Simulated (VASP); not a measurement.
# Ga3IrRu (P6/mmm) in VASP: a series of runs

Runs on Ga3IrRu. Level: PBE. Tasks: single point.

Program: VASP 6.6.1. These are calculated values, not measurements. Logs are shortened: lines on timing, memory, paths and dates and some standing lists are left out, and cuts for length are marked.

**1. The cell of the first run**

Symmetry: P6/mmm, No. 191, hexagonal system. Conventional cell: a = 4.250 Å, b = 4.250 Å, c = 5.702 Å, α = 90.00°, β = 90.00°, γ = 120.00°. Ga (site symmetry mmm) has 4 Ga at 2.12 Å and 2 Ir at 2.12 Å within 2.8 Å. Ru (site symmetry 6/mmm) has 2 Ir at 2.85 Å and 12 Ga at 3.56 Å within 3.8 Å. Within 2.9 Å of Ir (site symmetry 6/mmm) lie 6 Ga at 2.12 Å and 2 Ru at 2.85 Å.

The cell was built from a structure type or drawn by symmetry, and may not be a known phase.

**2. Single point, PBE**

INCAR reads:

```
SYSTEM = Ga3IrRu
  PREC = Accurate
  ENCUT = 520
  EDIFF = 1E-6
  ISMEAR = 0
  SIGMA = 0.1
  LREAL = .False.
  LASPH = .True.
  NELM = 60
  ALGO = Fast
  ISIF = 2
  LWAVE = .False.
  LCHARG = .True.
  GGA = PE
  LELF = .True.
  LVHAR = .True.
  NBANDS = 39
```

KPOINTS reads:

```
regular mesh
0
Gamma
  6 6 4
  0 0 0
```

POSCAR reads:

```
Ga3IrRu
1.0
    4.2495212600      0.0000000000      0.0000000000
   -2.1247606300      3.6801933600      0.0000000000
    0.0000000000      0.0000000000      5.7022530100
Ga Ru Ir
3 1 1
Direct
    0.5000000000      0.0000000000      0.0000000000
    0.0000000000      0.5000000000      0.0000000000
    0.5000000000      0.5000000000      0.0000000000
    0.0000000000      0.0000000000      0.5000000000
    0.0000000000      0.0000000000      0.0000000000
```

Potentials or basis: VASP PAW PBE potentials, release 64 (Ga_d, Ru_pv, Ir).

Command:

```console
$ cat potpaw_PBE.64/Ga_d/POTCAR potpaw_PBE.64/Ru_pv/POTCAR potpaw_PBE.64/Ir/POTCAR > POTCAR
$ mpirun -np 1 vasp_std > vasp.out
```

OUTCAR:

```text
SYSTEM = Ga3IrRu
   PREC = Accurate
   ENCUT = 520
   EDIFF = 1E-6
   ISMEAR = 0
   LREAL = .False.
   LASPH = .True.
   NELM = 60
   ISIF = 2
   GGA = PE

 ion  position               nearest neighbor table
   1  0.500  0.000  0.000-   2 2.12   3 2.12   3 2.12   2 2.12   5 2.12   5 2.12
   2  0.000  0.500  0.000-   1 2.12   5 2.12   5 2.12   1 2.12   3 2.12   3 2.12
   3  0.500  0.500  0.000-   1 2.12   5 2.12   1 2.12   5 2.12   2 2.12   2 2.12
   4  0.000  0.000  0.500-   5 2.85   5 2.85
   5  0.000  0.000  0.000-   2 2.12   3 2.12   2 2.12   3 2.12   1 2.12   1 2.12   4 2.85   4 2.85

  LATTYP: Found a hexagonal cell.
 ALAT       =     4.2495212600
 C/A-ratio  =     1.3418577438

  Lattice vectors:

 A1 = (   4.2495212600,   0.0000000000,   0.0000000000)
 A2 = (  -2.1247606300,   3.6801933600,   0.0000000000)
 A3 = (   0.0000000000,   0.0000000000,   5.7022530100)

Analysis of symmetry for initial positions (statically):
=====================================================================
 Subroutine PRICEL returns:
 Original cell was already a primitive cell.

 Routine SETGRP: Setting up the symmetry group for a
 hexagonal supercell.

 Subroutine GETGRP returns: Found 24 space group operations
 (whereof 24 operations were pure point group operations)
 out of a pool of 24 trial point group operations.

The static configuration has the point symmetry D_6h.

Analysis of symmetry for dynamics (positions and initial velocities):
=====================================================================
 Subroutine PRICEL returns:
 Original cell was already a primitive cell.

 Routine SETGRP: Setting up the symmetry group for a
 hexagonal supercell.

 Subroutine GETGRP returns: Found 24 space group operations
 (whereof 24 operations were pure point group operations)
 out of a pool of 24 trial point group operations.

The dynamic configuration has the point symmetry D_6h.

 Subroutine INISYM returns: Found 24 space group operations
 (whereof 24 operations are pure point group operations),
 and found     1 'primitive' translations

----------------------------------------------------------------------------------------

                                     Primitive cell

  volume of cell :      89.1779

  direct lattice vectors                    reciprocal lattice vectors
     4.249521260  0.000000000  0.000000000     0.235320625  0.135862427  0.000000000
    -2.124760630  3.680193360  0.000000000     0.000000000  0.271724853  0.000000000
     0.000000000  0.000000000  5.702253010     0.000000000  0.000000000  0.175369279

  length of vectors
     4.249521260  4.249521256  5.702253010     0.271724853  0.271724853  0.175369279

  position of ions in fractional coordinates (direct lattice)
     0.500000000  0.000000000  0.000000000
     1.000000000  0.500000000  0.000000000
     0.500000000  0.500000000  0.000000000
     0.000000000  0.000000000  0.500000000
     0.000000000  0.000000000  0.000000000

  ion indices of the primitive-cell ions
   primitive index   ion index
                 1           1
                 2           2
                 3           3
                 4           4
                 5           5

----------------------------------------------------------------------------------------

 KPOINTS: regular mesh

Automatic generation of k-mesh.
 Grid dimensions read from file:
 generate k-points for:    6    6    4

 Generating k-lattice:

  Cartesian coordinates                     Fractional coordinates (reciprocal lattice)
     0.039220104  0.022643738  0.000000000     0.166666667 -0.000000000  0.000000000
     0.000000000  0.045287476  0.000000000     0.000000000  0.166666667  0.000000000
     0.000000000  0.000000000  0.043842320     0.000000000  0.000000000  0.250000000

  Length of vectors
     0.045287475  0.045287476  0.043842320

  Shift w.r.t. Gamma in fractional coordinates (k-lattice)
     0.000000000  0.000000000  0.000000000

 Subroutine IBZKPT returns following result:
 ===========================================

 Found     21 irreducible k-points:

 Following reciprocal coordinates:
            Coordinates               Weight
  0.000000  0.000000  0.000000      1.000000
  0.166667 -0.000000  0.000000      6.000000
  0.333333 -0.000000  0.000000      6.000000
  0.500000 -0.000000  0.000000      3.000000
  0.166667  0.166667  0.000000      6.000000
  0.333333  0.166667  0.000000     12.000000
[... 13 lines left out ...]
  0.333333  0.166667  0.500000     12.000000
  0.333333  0.333333  0.500000      2.000000
   k-points           NKPTS =     21   k-points in BZ     NKDIM =     21   number of bands    NBANDS=     39
   number of dos      NEDOS =    301   number of ions     NIONS =      5
   total plane-waves  NPLWV =  43008
   dimension x,y,z NGX =    32 NGY =   32 NGZ =   42
   dimension x,y,z NGXF=    64 NGYF=   64 NGZF=   84
   ions per type =               3   1   1
   NGX,Y,Z   is equivalent  to a cutoff of  12.52, 12.52, 12.24 a.u.
   NGXF,Y,Z  is equivalent  to a cutoff of  25.04, 25.04, 24.49 a.u.
 SYSTEM =  Ga3IrRu
   PREC   = accura    normal or accurate (medium, high low for compatibility)
   ISTART =      0    job   : 0-new  1-cont  2-samecut
   ICHARG =      2    charge: 1-file 2-atom 10-const
   ISPIN  =      1    spin polarized calculation?
   LNONCOLLINEAR =      F non collinear calculations
   LSORBIT =      F    spin-orbit coupling
   LASPH  =      T    aspherical Exc in radial PAW
   ENCUT  =  520.0 eV  38.22 Ry    6.18 a.u.   7.90  7.90 10.60*2*pi/ulx,y,z
   NELM   =     60;   NELMIN=  2; NELMDL= -5     # of ELM steps
   EDIFF  = 0.1E-05   stopping-criterion for ELM
   LREAL  =      F    real-space projection
   EDIFFG = 0.1E-04   stopping-criterion for IOM
   NSW    =      0    number of steps for IOM
   IBRION =     -1    ionic relax: 0-MD 1-quasi-New 2-CG
   NFREE  =      0    steps in history (QN), initial steepest desc. (CG)
   ISIF   =      2    stress and relaxation
   ISYM   =      2    0-nonsym 1-usesym 2-fastsym
   POTIM  = 0.5000    time-step for ionic-motion
   TEBEG  =    0.0;   TEEND  =   0.0 temperature during run
   PSTRESS=    0.0 pullay stress
   NELECT =      62.0000    total number of electrons
   NUPDOWN=      -1.0000    fix difference up-down
   EMIN   =  10.00;   EMAX   =-10.00  energy-range for DOS
   EFERMI =   0.00;   METHOD = LEGACY
   ISMEAR =     0;   SIGMA  =   0.10  broadening in eV -4-tet -1-fermi 0-gaus
   EFERMI_NEDOS =   21; number of points for ismear=-14 and -15
   IALGO  =     68    algorithm
   IMIX   =      4    mixing-type and parameters
     AMIX     =   0.40;   BMIX     =  1.00
     AMIX_MAG =   1.60;   BMIX_MAG =  1.00
  volume/ion in A,a.u.               =      17.84       120.36
  Fermi-wavevector in a.u.,A,eV,Ry     =   1.450284  2.740639 28.617451  2.103323
  Thomas-Fermi vector in A             =   2.567914
   LORBIT       =      0    0 simple, 1 ext, 2 COOP (PROOUT), +10 PAW based schemes
   GGA     = PE    functional components
   LHFCALC =     F    Hartree Fock is set to
   AEXX    =    0.0000 exact exchange contribution
   IVDW    =     0    specifies the selected vdW correction
   LEPSILON=     F    determine dielectric tensor
   LRPA    =     F    only Hartree local field effects (RPA)
 non-spin polarized calculation
 RMM-DIIS sequential band-by-band and
 Gauss-broadening in eV      SIGMA  =   0.10
  energy-cutoff  :      520.00
  volume of cell :       89.18
 maximum number of plane-waves:      2427
 NGX is ok and might be reduce to    32
   NGX = 15   NGY = 15   NGZ = 21

 number of electron      62.0000024 magnetization

 Free energy of the ion-electron system (eV)
  ---------------------------------------------------
  ext. energy  EPLUGINS =         0.00000000
  ---------------------------------------------------
  free energy    TOTEN  =       -11.20193980 eV

  energy without entropy =      -11.14220668  energy(sigma->0) =      -11.17207324

 E-fermi :   6.1837     XC(G=0): -11.0854

 val. band max:        6.1832320943   @ k =   0.3333  -0.0000   0.0000
 cond. band min:       6.1885925412   @ k =   0.1667   0.1667   0.0000
 fundamental gap:      0.0053604470
 Fermi energy:         6.1836729626

 k-point     1 :       0.0000    0.0000    0.0000
  band No.  band energies     occupation
      1     -35.5669      2.00000
      2     -35.3081      2.00000
      3     -35.3081      2.00000
      4     -11.6887      2.00000
      5     -11.2952      2.00000
      6     -11.2952      2.00000
[... 31 lines left out ...]
     38      12.1821      0.00000
     39      12.3056      0.00000

 k-point     2 :       0.1667   -0.0000    0.0000
  band No.  band energies     occupation
      1     -35.5668      2.00000
      2     -35.3089      2.00000
      3     -35.3083      2.00000
      4     -11.5469      2.00000
      5     -11.1959      2.00000
      6     -11.1186      2.00000
[... 31 lines left out ...]
     38      12.7162      0.00000
     39      13.5623      0.00000

 k-point     3 :       0.3333   -0.0000    0.0000
  band No.  band energies     occupation
      1     -35.5667      2.00000
      2     -35.3103      2.00000
      3     -35.3087      2.00000
      4     -11.2575      2.00000
      5     -10.8883      2.00000
      6     -10.6494      2.00000
[... 31 lines left out ...]
     38      12.9456      0.00000
     39      13.1993      0.00000

 k-point     4 :       0.5000   -0.0000    0.0000
  band No.  band energies     occupation
      1     -35.5666      2.00000
      2     -35.3110      2.00000
      3     -35.3089      2.00000
      4     -11.1159      2.00000
      5     -10.5664      2.00000
      6     -10.3274      2.00000
[... 31 lines left out ...]
     38      13.6427      0.00000
     39      14.0741      0.00000
[... 628 lines left out ...]
     38      13.4584      0.00000
     39      14.3819      0.00000

 k-point    20 :       0.3333    0.1667    0.5000
  band No.  band energies     occupation
      1     -35.5684      2.00000
      2     -35.3107      2.00000
      3     -35.3093      2.00000
      4     -11.0119      2.00000
      5     -10.7267      2.00000
      6     -10.2584      2.00000
[... 31 lines left out ...]
     38      13.1561      0.00000
     39      14.3495      0.00000

 k-point    21 :       0.3333    0.3333    0.5000
  band No.  band energies     occupation
      1     -35.5684      2.00000
      2     -35.3102      2.00000
      3     -35.3102      2.00000
      4     -10.7056      2.00000
      5     -10.5365      2.00000
      6     -10.5365      2.00000
[... 31 lines left out ...]
     38      12.9660      0.00000
     39      12.9705      0.00000

------------------------ aborting loop because EDIFF is reached ----------------------------------------

  FORCE on cell =-STRESS in cart. coord.  units (eV):
  Direction    XX          YY          ZZ          XY          YZ          ZX
  --------------------------------------------------------------------------------------
  -------------------------------------------------------------------------------------
  Total       73.5419975     73.5419973     -6.0949488      0.0000000      0.0000000      0.0000000
  in kB     1321.2617951   1321.2617915   -109.5023691      0.0000000      0.0000000      0.0000000
  external PRESSURE =     844.3404059 kB  Pullay stress =       0.0000000 kB

 VOLUME and BASIS-vectors are now :
 -----------------------------------------------------------------------------
  energy-cutoff  :      520.00
  volume of cell :       89.18
      direct lattice vectors                 reciprocal lattice vectors
     4.249521260  0.000000000  0.000000000     0.235320625  0.135862427  0.000000000
    -2.124760630  3.680193360  0.000000000     0.000000000  0.271724853  0.000000000
     0.000000000  0.000000000  5.702253010     0.000000000  0.000000000  0.175369279

 POSITION                                       TOTAL-FORCE (eV/Angst)
 -----------------------------------------------------------------------------------
      2.12476      0.00000      0.00000        -0.000000      0.000000      0.000000
     -1.06238      1.84010      0.00000         0.000000      0.000000      0.000000
      1.06238      1.84010      0.00000        -0.000000      0.000000      0.000000
      0.00000      0.00000      2.85113         0.000000      0.000000      0.000000
      0.00000      0.00000      0.00000        -0.000000      0.000000      0.000000
 -----------------------------------------------------------------------------------
    total drift:                                0.000000      0.000000     -0.000000

  FREE ENERGIE OF THE ION-ELECTRON SYSTEM (eV)
  ---------------------------------------------------
  free  energy   TOTEN  =       -11.2019398029 eV

  energy  without entropy=      -11.1422066810  energy(sigma->0) =      -11.17207324
```

Wall time 3.5 min (1 thread of Intel Xeon 8259CL, shared host); peak memory 0.24 GiB.

What came out:

```
Free energy            : -11.2019 eV
Pressure               : 84.4 GPa
Band gap on the k mesh : zero (bands 31 and 32 overlap by 0.74 eV)
```

Caveat: the cell stands under pressure; spin-orbit coupling is left out, which moves the levels of the heavy elements.

(Part 1 of 2 ends here.)
